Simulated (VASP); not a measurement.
A run of VASP 6.6.1:

Contents of POSCAR:

```
Al
1.0
    0.0000000000      1.9834708509      1.9834708509
    1.9834708509      0.0000000000      1.9834708509
    1.9834708509      1.9834708509      0.0000000000
Al
1
Direct
    0.0000000000      0.0000000000      0.0000000000
```

Contents of INCAR.step1:

```
PREC = Accurate ; ENCUT = 520
ISMEAR = 0 ; SIGMA = 0.1
LREAL = False ; LASPH = True
NELM = 80 ; NBANDS = 8
GGA = PE ; ALGO = Normal
EDIFF = 1E-4 ; LWAVE = True
LCHARG = False
```

The input INCAR.step2:

```
PREC = Accurate ; ENCUT = 520
EDIFF = 1E-6 ; ISMEAR = 0
SIGMA = 0.1 ; LREAL = False
LASPH = True ; NELM = 80
ALGO = Normal ; ISIF = 2
LWAVE = False ; LCHARG = False
METAGGA = R2SCAN ; LMIXTAU = True
NBANDS = 8 ; ISTART = 1
```

The input KPOINTS:

```
regular mesh
0
Gamma
  12 12 12
```

Potentials or basis: VASP PAW PBE potentials, release 64 (Al).

The run is started by

```console
$ cat potpaw_PBE.64/Al/POTCAR > POTCAR
$ cp INCAR.step1 INCAR
$ mpirun -np 1 vasp_std > vasp.out
$ cp INCAR.step2 INCAR
$ mpirun -np 1 vasp_std > vasp.out
```

Hardware: 1 thread of Intel(R) Xeon(R) Platinum 8259CL CPU @ 2.50GHz (Skylake/Cascade Lake) (shared host).

Problem. How long does it take, and how much memory?

Solution. It took 28 s on 1 thread of Intel(R) Xeon(R) Platinum 8259CL CPU @ 2.50GHz (Skylake/Cascade Lake) (shared host), peak memory 0.14 GiB. Counts: k points 72.
